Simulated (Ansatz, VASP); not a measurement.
# Two plane-wave programs on Cs2HfSe6

File INCAR:

```
PREC = Accurate
ENCUT = 520
EDIFF = 1E-7
ISMEAR = -1
SIGMA = 0.1
LREAL = F
LASPH = T
NELM = 80
ALGO = Normal
ISIF = 2
LWAVE = F
LCHARG = F
GGA = PE
NBANDS = 42
```

KPOINTS

```
Automatic mesh
0
Gamma
  3 3 3
```

The input POSCAR:

```
Cs2HfSe6
1.0
    3.7131660000      6.4313900000      0.0000000000
   -3.7131660000      6.4313900000      0.0000000000
    0.0000000000      0.0000000000      5.8109020000
Hf Cs Se
1 2 6
Direct
    0.0000000000      0.0000000000      0.0000000000
    0.3333000000      0.3334000000      0.6920000000
    0.6667000000      0.6666000000      0.3080000000
    0.1600000000      0.6800000000      0.1980000000
    0.1600000000      0.1600000000      0.1980000000
    0.6800000000      0.1600000000      0.1980000000
    0.8400000000      0.3200000000      0.8020000000
    0.3200000000      0.8400000000      0.8020000000
    0.8400000000      0.8400000000      0.8020000000
```

Input for Ansatz:

```yaml
crystal:
  lattice:
    - [3.713166, 6.43139, 0.0]
    - [-3.713166, 6.43139, 0.0]
    - [0.0, 0.0, 5.810902]
  atoms:
    - { symbol: Hf, position: [0.0, 0.0, 0.0] }
    - { symbol: Cs, position: [0.3333, 0.3334, 0.692] }
    - { symbol: Cs, position: [0.6667, 0.6666, 0.308] }
    - { symbol: Se, position: [0.16, 0.68, 0.198] }
    - { symbol: Se, position: [0.16, 0.16, 0.198] }
    - { symbol: Se, position: [0.68, 0.16, 0.198] }
    - { symbol: Se, position: [0.84, 0.32, 0.802] }
    - { symbol: Se, position: [0.32, 0.84, 0.802] }
    - { symbol: Se, position: [0.84, 0.84, 0.802] }
  symmetry: { tolerance: 0.0003 }
kpoints:
  mp_grid: { grid: [3, 3, 3], shift: [0, 0, 0] }
magnetization:
  spin_polarized: false
scf:
  occupations: { method: fermi_dirac }
hamiltonian:
  pseudopotentials: { kind: paw }
  xc: pbe
basis:
  ecutwfc: 420
output:
  forces: true
  stress: true
  eigenvalues: true
  write_density: true
  write_potential: true
  elf: true
  volumetric_format: npy
```

Alike in both runs: task single point; functional PBE; k mesh 3 × 3 × 3; no spin polarisation.

|  | VASP | Ansatz |
| --- | --- | --- |
| version | VASP 6.6.1 | Ansatz 0.2.0 |
| potentials or method | VASP PAW PBE potentials, release 64 (Hf_pv, Cs_sv, Se), cutoff 520 eV | PAW plane waves |
| occupations | fermi-dirac, width 0.1 eV | fermi-dirac |
| valence electrons in the cell | 64 | 140 |

Ansatz gave:

- gap on the k mesh at the Fermi level (eV): none
- pressure (GPa): 11.0
- traceless stress, the component that is largest in VASP (GPa): -2.42
- rms of the force components (eV/Å): 1.814

Task: Estimate VASP's values.

Result: gap on the k mesh at the Fermi level (eV): none; pressure (GPa): 11.2; traceless stress, the component that is largest in VASP (GPa): -2.46; rms of the force components (eV/Å): 1.826.

Atom by atom the forces differ by 0.012 eV/Å (rms over components). A gap of «none» marks a metal or a gap that the smearing closes. VASP's potentials hold 64 valence electrons a cell and Ansatz's 140, so a difference there can come from the potentials and not from the codes. Ansatz's warnings: structure snapped to symmetry.

The k mesh is coarse, so the values compare programs but aren't converged. Spin-orbit coupling is off throughout.
